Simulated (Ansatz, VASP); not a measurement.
## Two plane-wave programs on Ag

```xyz
1
Lattice="0.0000 1.9409 2.0942 1.9409 0.0000 2.0942 1.9409 1.9409 0.0000" Properties=species:S:1:pos:R:3 pbc="T T T"
Ag    0.0000    0.0000    0.0000
```

Change from the starting cell: strain -0.050 along x and y, +0.025 along z, atoms carried along.

Alike in both runs: task single point; functional r2SCAN; k mesh 20 × 20 × 20; occupations gaussian, width 0.15 eV; no spin polarisation.

|  | VASP | Ansatz |
| --- | --- | --- |
| version | VASP 6.6.1 | Ansatz 0.2.0 |
| potentials or method | VASP PAW PBE potentials, release 64 (Ag), cutoff 520 eV | scalar-relativistic, plane waves, PAW |
| valence electrons in the cell | 11 | 19 |

|  | VASP | Ansatz | Ansatz less VASP |
| --- | --- | --- | --- |
| gap on the k mesh at the Fermi level (eV) | none | none | - |
| pressure (GPa) | 12.9 | 12.5 | -0.33 |
| traceless stress, the component that is largest in VASP (GPa) | -3.40 | -3.35 | +0.056 |

VASP's potentials were made for PBE, not for r2SCAN. A gap of «none» marks a metal or a gap that the smearing closes. With one functional, cell and mesh, what is left measures potentials, basis and numerics. VASP's potentials hold 11 valence electrons a cell and Ansatz's 19, so a difference there can come from the potentials and not from the codes.
